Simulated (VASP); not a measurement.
# Y (P6_3/mmc) in VASP: single point with r2SCAN

Aim: the single point of Y with r2SCAN.

Everything below comes from runs of VASP 6.6.1. Logs are shortened: lines on timing, memory, paths and dates and some standing lists are left out, and cuts for length are marked.

**1. The cell of the first run**

The structure is hexagonal, space group P6_3/mmc (No. 194). The conventional cell has a = 3.683 Å, b = 3.683 Å, c = 5.695 Å, α = 90.00°, β = 90.00°, γ = 120.00°. Within 4.7 Å of Y (site symmetry -6m2) lie 12 Y at 3.55 to 3.68 Å.

**2. Single point, r2SCAN**

The input, POSCAR:

```
Y
1.0
    3.6826573353      0.0000000000      0.0000000000
   -1.8413286677      3.1892748058      0.0000000000
    0.0000000000      0.0000000000      5.6953750832
Y
2
Direct
    0.3333333333      0.6666666667      0.2500000000
    0.6666666667      0.3333333333      0.7500000000
```

The input, INCAR.step1:

```
SYSTEM = Y
PREC = Accurate
ENCUT = 520
ISMEAR = 0
SIGMA = 0.1
LREAL = .FALSE.
LASPH = .TRUE.
NELM = 60
NBANDS = 18
GGA = PE
ALGO = Normal
EDIFF = 1E-4
LWAVE = .TRUE.
LCHARG = .FALSE.
```

The input, INCAR.step2:

```
SYSTEM = Y
PREC = Accurate
ENCUT = 520
EDIFF = 1E-7
ISMEAR = 0
SIGMA = 0.1
LREAL = .FALSE.
LASPH = .TRUE.
NELM = 60
ALGO = Normal
ISIF = 2
LWAVE = .FALSE.
LCHARG = .FALSE.
METAGGA = R2SCAN
LMIXTAU = .TRUE.
NBANDS = 18
ISTART = 1
```

The input, KPOINTS:

```
regular mesh
0
G
  15 15 8
  0 0 0
```

Potentials or basis: VASP PAW PBE potentials, release 64 (Y_sv).

Run with:

```console
$ cat potpaw_PBE.64/Y_sv/POTCAR > POTCAR
$ cp INCAR.step1 INCAR
$ mpirun -np 1 vasp_std > vasp.out
$ cp INCAR.step2 INCAR
$ mpirun -np 1 vasp_std > vasp.out
```

OUTCAR:

```text
SYSTEM = Y
   PREC = Accurate
   ENCUT = 520
   EDIFF = 1E-7
   ISMEAR = 0
   LREAL = .FALSE.
   LASPH = .TRUE.
   NELM = 60
   ISIF = 2
   METAGGA = R2SCAN
   ISTART = 1

 ion  position               nearest neighbor table
   1  0.333  0.667  0.250-   2 3.55   2 3.55   2 3.55   2 3.55   2 3.55   2 3.55
   2  0.667  0.333  0.750-   1 3.55   1 3.55   1 3.55   1 3.55   1 3.55   1 3.55

  LATTYP: Found a hexagonal cell.
 ALAT       =     3.6826573353
 C/A-ratio  =     1.5465395134

  Lattice vectors:

 A1 = (   3.6826573353,   0.0000000000,   0.0000000000)
 A2 = (  -1.8413286677,   3.1892748058,   0.0000000000)
 A3 = (   0.0000000000,   0.0000000000,   5.6953750832)

Analysis of symmetry for initial positions (statically):
=====================================================================
 Subroutine PRICEL returns:
 Original cell was already a primitive cell.

 Routine SETGRP: Setting up the symmetry group for a
 hexagonal supercell.

 Subroutine GETGRP returns: Found 24 space group operations
 (whereof 12 operations were pure point group operations)
 out of a pool of 24 trial point group operations.

The static configuration has the point symmetry D_3d.
 The point group associated with its full space group is D_6h.

Analysis of symmetry for dynamics (positions and initial velocities):
=====================================================================
 Subroutine PRICEL returns:
 Original cell was already a primitive cell.

 Routine SETGRP: Setting up the symmetry group for a
 hexagonal supercell.

 Subroutine GETGRP returns: Found 24 space group operations
 (whereof 12 operations were pure point group operations)
 out of a pool of 24 trial point group operations.

The dynamic configuration has the point symmetry D_3d.
 The point group associated with its full space group is D_6h.

 Subroutine INISYM returns: Found 24 space group operations
 (whereof 12 operations are pure point group operations),
 and found     1 'primitive' translations

----------------------------------------------------------------------------------------

                                     Primitive cell

  volume of cell :      66.8922

  direct lattice vectors                    reciprocal lattice vectors
     3.682657335  0.000000000  0.000000000     0.271543049  0.156775452  0.000000000
    -1.841328668  3.189274806  0.000000000     0.000000000  0.313550904  0.000000000
     0.000000000  0.000000000  5.695375083     0.000000000  0.000000000  0.175581061

  length of vectors
     3.682657335  3.682657335  5.695375083     0.313550904  0.313550904  0.175581061

  position of ions in fractional coordinates (direct lattice)
     0.333333333  0.666666667  0.250000000
     0.666666667  0.333333333  0.750000000

  ion indices of the primitive-cell ions
   primitive index   ion index
                 1           1
                 2           2

----------------------------------------------------------------------------------------

 KPOINTS: regular mesh

Automatic generation of k-mesh.
 Grid dimensions read from file:
 generate k-points for:   15   15    8

 Generating k-lattice:

  Cartesian coordinates                     Fractional coordinates (reciprocal lattice)
     0.018102870  0.010451697  0.000000000     0.066666667  0.000000000  0.000000000
     0.000000000  0.020903394  0.000000000     0.000000000  0.066666667  0.000000000
     0.000000000  0.000000000  0.021947633     0.000000000  0.000000000  0.125000000

  Length of vectors
     0.020903394  0.020903394  0.021947633

  Shift w.r.t. Gamma in fractional coordinates (k-lattice)
     0.000000000  0.000000000  0.000000000

 Subroutine IBZKPT returns following result:
 ===========================================

 Found    135 irreducible k-points:

 Following reciprocal coordinates:
            Coordinates               Weight
  0.000000  0.000000  0.000000      1.000000
  0.066667  0.000000  0.000000      6.000000
  0.133333  0.000000  0.000000      6.000000
  0.200000  0.000000  0.000000      6.000000
  0.266667  0.000000  0.000000      6.000000
  0.333333  0.000000  0.000000      6.000000
[... 16 lines left out ...]
  0.333333  0.200000  0.000000     12.000000
  0.400000  0.200000  0.000000      6.000000
 [... further k-points ...]
   k-points           NKPTS =    135   k-points in BZ     NKDIM =    135   number of bands    NBANDS=     18
   number of dos      NEDOS =    301   number of ions     NIONS =      2
   total plane-waves  NPLWV =  32928
   dimension x,y,z NGX =    28 NGY =   28 NGZ =   42
   dimension x,y,z NGXF=    56 NGYF=   56 NGZF=   84
   ions per type =               2
   NGX,Y,Z   is equivalent  to a cutoff of  12.64, 12.64, 12.26 a.u.
   NGXF,Y,Z  is equivalent  to a cutoff of  25.28, 25.28, 24.52 a.u.
 SYSTEM =  Y
   PREC   = accura    normal or accurate (medium, high low for compatibility)
   ISTART =      1    job   : 0-new  1-cont  2-samecut
   ICHARG =      0    charge: 1-file 2-atom 10-const
   ISPIN  =      1    spin polarized calculation?
   LNONCOLLINEAR =      F non collinear calculations
   LSORBIT =      F    spin-orbit coupling
   LASPH  =      T    aspherical Exc in radial PAW
   ENCUT  =  520.0 eV  38.22 Ry    6.18 a.u.   6.85  6.85 10.59*2*pi/ulx,y,z
   NELM   =     60;   NELMIN=  2; NELMDL=  0     # of ELM steps
   EDIFF  = 0.1E-06   stopping-criterion for ELM
   LREAL  =      F    real-space projection
   EDIFFG = 0.1E-05   stopping-criterion for IOM
   NSW    =      0    number of steps for IOM
   IBRION =     -1    ionic relax: 0-MD 1-quasi-New 2-CG
   NFREE  =      0    steps in history (QN), initial steepest desc. (CG)
   ISIF   =      2    stress and relaxation
   ISYM   =      2    0-nonsym 1-usesym 2-fastsym
   POTIM  = 0.5000    time-step for ionic-motion
   TEBEG  =    0.0;   TEEND  =   0.0 temperature during run
   PSTRESS=    0.0 pullay stress
   NELECT =      22.0000    total number of electrons
   NUPDOWN=      -1.0000    fix difference up-down
   EMIN   =  10.00;   EMAX   =-10.00  energy-range for DOS
   EFERMI =   0.00;   METHOD = LEGACY
   ISMEAR =     0;   SIGMA  =   0.10  broadening in eV -4-tet -1-fermi 0-gaus
   EFERMI_NEDOS =   21; number of points for ismear=-14 and -15
   IALGO  =     38    algorithm
   IMIX   =      4    mixing-type and parameters
     AMIX     =   0.40;   BMIX     =  1.00
     AMIX_MAG =   1.60;   BMIX_MAG =  1.00
  volume/ion in A,a.u.               =      33.45       225.71
  Fermi-wavevector in a.u.,A,eV,Ry     =   1.130031  2.135450 17.374246  1.276971
  Thomas-Fermi vector in A             =   2.266727
   LORBIT       =      0    0 simple, 1 ext, 2 COOP (PROOUT), +10 PAW based schemes
   METAGGA = R2SCAN    functional components
   LHFCALC =     F    Hartree Fock is set to
   AEXX    =    0.0000 exact exchange contribution
   IVDW    =     0    specifies the selected vdW correction
   LEPSILON=     F    determine dielectric tensor
   LRPA    =     F    only Hartree local field effects (RPA)
 non-spin polarized calculation
 Gauss-broadening in eV      SIGMA  =   0.10
  energy-cutoff  :      520.00
  volume of cell :       66.89
 maximum number of plane-waves:      1830
 NGX is ok and might be reduce to    28
   NGX = 13   NGY = 13   NGZ = 21

 number of electron      21.9999999 magnetization

 Free energy of the ion-electron system (eV)
  ---------------------------------------------------
  ext. energy  EPLUGINS =         0.00000000
  ---------------------------------------------------
  free energy    TOTEN  =       -40.55170435 eV

  energy without entropy =      -40.53368086  energy(sigma->0) =      -40.54269260

 E-fermi :   2.9397     XC(G=0):  -9.9940

 val. band max:        2.9340648270   @ k =   0.4000   0.2000   0.3750
 cond. band min:       2.9413361907   @ k =   0.2000   0.2000   0.3750
 fundamental gap:      0.0072713637
 Fermi energy:         2.9396938046

 k-point     1 :       0.0000    0.0000    0.0000
  band No.  band energies     occupation
      1     -41.2800      2.00000
      2     -41.2021      2.00000
      3     -20.9111      2.00000
      4     -20.4292      2.00000
      5     -20.4292      2.00000
      6     -20.3367      2.00000
[... 10 lines left out ...]
     17       5.9615      0.00000
     18       5.9615      0.00000

 k-point     2 :       0.0667    0.0000    0.0000
  band No.  band energies     occupation
      1     -41.2778      2.00000
      2     -41.2015      2.00000
      3     -20.9032      2.00000
      4     -20.4444      2.00000
      5     -20.4346      2.00000
      6     -20.3528      2.00000
[... 10 lines left out ...]
     17       5.8240      0.00000
     18       5.8637      0.00000

 k-point     3 :       0.1333    0.0000    0.0000
  band No.  band energies     occupation
      1     -41.2715      2.00000
      2     -41.1996      2.00000
      3     -20.8800      2.00000
      4     -20.4876      2.00000
      5     -20.4495      2.00000
      6     -20.3976      2.00000
[... 10 lines left out ...]
     17       5.8409      0.00000
     18       5.9015      0.00000

 k-point     4 :       0.2000    0.0000    0.0000
  band No.  band energies     occupation
      1     -41.2620      2.00000
      2     -41.1972      2.00000
      3     -20.8437      2.00000
      4     -20.5516      2.00000
      5     -20.4706      2.00000
      6     -20.4617      2.00000
[... 375 lines left out ...]
      4     -20.6842      2.00000
      5     -20.6571      2.00000
      6     -20.5446      2.00000
[... 10 lines left out ...]
     17       7.6763      0.00000
     18       8.4860      0.00000

 k-point    23 :       0.3333    0.2000    0.0000
  band No.  band energies     occupation
      1     -41.2169      2.00000
      2     -41.1959      2.00000
      3     -20.7394      2.00000
      4     -20.6544      2.00000
      5     -20.6397      2.00000
      6     -20.5820      2.00000
[... 10 lines left out ...]
     17       8.0318      0.00000
     18       8.4995      0.00000

 k-point    24 :       0.4000    0.2000    0.0000
  band No.  band energies     occupation
      1     -41.2131      2.00000
      2     -41.1973      2.00000
      3     -20.7512      2.00000
      4     -20.6469      2.00000
      5     -20.6180      2.00000
      6     -20.6020      2.00000
[... 10 lines left out ...]
     17       8.1875      0.00000
     18       8.5001      0.00000

 [... further k-points ...]
[... 5 lines left out ...]
  --------------------------------------------------------------------------------------
  -------------------------------------------------------------------------------------
  Total        0.0063700      0.0063700      0.0158826     -0.0000000      0.0000000      0.0000000
  in kB        0.1525710      0.1525710      0.3804152     -0.0000000      0.0000000      0.0000000
  external PRESSURE =       0.2285191 kB  Pullay stress =       0.0000000 kB

 VOLUME and BASIS-vectors are now :
 -----------------------------------------------------------------------------
  energy-cutoff  :      520.00
  volume of cell :       66.89
      direct lattice vectors                 reciprocal lattice vectors
     3.682657335  0.000000000  0.000000000     0.271543049  0.156775452  0.000000000
    -1.841328668  3.189274806  0.000000000     0.000000000  0.313550904  0.000000000
     0.000000000  0.000000000  5.695375083     0.000000000  0.000000000  0.175581061

 POSITION                                       TOTAL-FORCE (eV/Angst)
 -----------------------------------------------------------------------------------
     -0.00000      2.12618      1.42384         0.000000     -0.000000      0.000000
      1.84133      1.06309      4.27153        -0.000000      0.000000      0.000000
 -----------------------------------------------------------------------------------
    total drift:                                0.000000     -0.000000      0.000000

  FREE ENERGIE OF THE ION-ELECTRON SYSTEM (eV)
  ---------------------------------------------------
  free  energy   TOTEN  =       -40.5517043467 eV

  energy  without entropy=      -40.5336808561  energy(sigma->0) =      -40.54269260
```

Run time: 8.9 min. Hardware: 1 thread of AMD EPYC 7R13 (Zen 3), shared host; peak memory 0.27 GiB.

What came out:

- Free energy: -40.5517 eV
- Pressure: 0.0 GPa
- Band gap on the k mesh: zero (bands 11 and 12 overlap by 1.68 eV)

Caveat: the PAW data sets were made with another functional, which shifts forces and pressure a little.
